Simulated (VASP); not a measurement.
The system is Ga2O3.

```
CELL_PARAMETERS angstrom
6.22678 -1.54833 0.00000
6.22678 1.54833 0.00000
-1.41317 0.00000 5.74043
ATOMIC_POSITIONS crystal
Ga 0.34134 0.34134 0.68598
Ga 0.65866 0.65866 0.31402
Ga 0.90950 0.90950 0.20540
Ga 0.09050 0.09050 0.79460
O 0.50410 0.50410 0.74340
O 0.49590 0.49590 0.25660
O 0.82670 0.82670 0.43680
O 0.17330 0.17330 0.56320
O 0.83550 0.83550 0.89020
O 0.16450 0.16450 0.10980
```

Base run:

- Program: VASP 6.6.1
- Functional: revPBE
- Potentials or basis: VASP PAW PBE potentials, release 64 (Ga_d, O)
- Cutoff: 520 eV
- k mesh: 9 × 9 × 5
- Occupations: fermi-dirac, width 0.05 eV
- Spin: no spin polarisation

Its results: band gap on the k mesh 1.98 eV (least direct gap 2.01 eV); pressure 1.9 GPa; largest force 0.120 eV/Å.

Task: The run is repeated on the same cell with these changes: dispersion from none to D3(BJ). What comes out?

Result: Band gap on the k mesh 1.98 eV (least direct gap 2.01 eV); pressure -3.7 GPa; largest force 0.122 eV/Å.

Dispersion adds attraction, which lowers the pressure at fixed volume and, as a term added to the energy, leaves the levels alone.

Caveats: the PAW data sets were made with another functional, which shifts forces and pressure a little; an odd mesh through Γ misses points on the zone boundary, where band edges can lie; the cell stands under tension (at least some runs).
